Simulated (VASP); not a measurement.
Input of a VASP 6.6.1 run:

Contents of INCAR:

```
  ALGO = Normal
  EDIFF = 1E-7
  ENCUT = 520
  GGA = PS
  ISIF = 2
  ISMEAR = 0
  LASPH = T
  LCHARG = F
  LREAL = F
  LWAVE = F
  NBANDS = 22
  NELM = 60
  PREC = Accurate
  SIGMA = 0.1
```

The input KPOINTS:

```
k-points
0
Gamma
  18 16 12
```

Contents of POSCAR:

```
SiNi
1.0
    2.9947885111      0.0000000000      0.0000000000
    0.0000000000      3.2345974111      0.0000000000
    0.0000000000      0.0000000000      4.8827301197
Si Ni
2 2
Direct
    0.5000000000      0.5000000000      0.8402198251
    0.0000000000      0.0000000000      0.1597801749
    0.5000000000      0.5000000000      0.3383528180
    0.0000000000      0.0000000000      0.6616471820
```

Potentials or basis: VASP PAW PBE potentials, release 64 (Si, Ni).

Run with:

```sh
$ cat potpaw_PBE.64/Si/POTCAR potpaw_PBE.64/Ni/POTCAR > POTCAR
$ mpirun -np 1 vasp_std > vasp.out
```

Question: Predict the pressure.

Answer: -8.1 GPa.

Question: What does it give for the band gap on the k mesh?

Answer: Zero (bands 14 and 15 overlap by 2.01 eV).

Question: What does it give for the largest force?

Answer: 0.010 eV/Å.

Stress tensor (GPa, compression positive):
```
 -5.16   0.00   0.00
  0.00  -4.74   0.00
  0.00   0.00 -14.25
```

Caveat: the cell differs from its parent crystal (strain along c alone, the other axes held: +4.5 %, then relaxed in part); the stress differs along the axes, from -14 to -5 GPa; the PAW data sets were made with another functional, which shifts forces and pressure a little. Spin polarisation is off, so any magnetic state and its effect on volume and gap are missing.
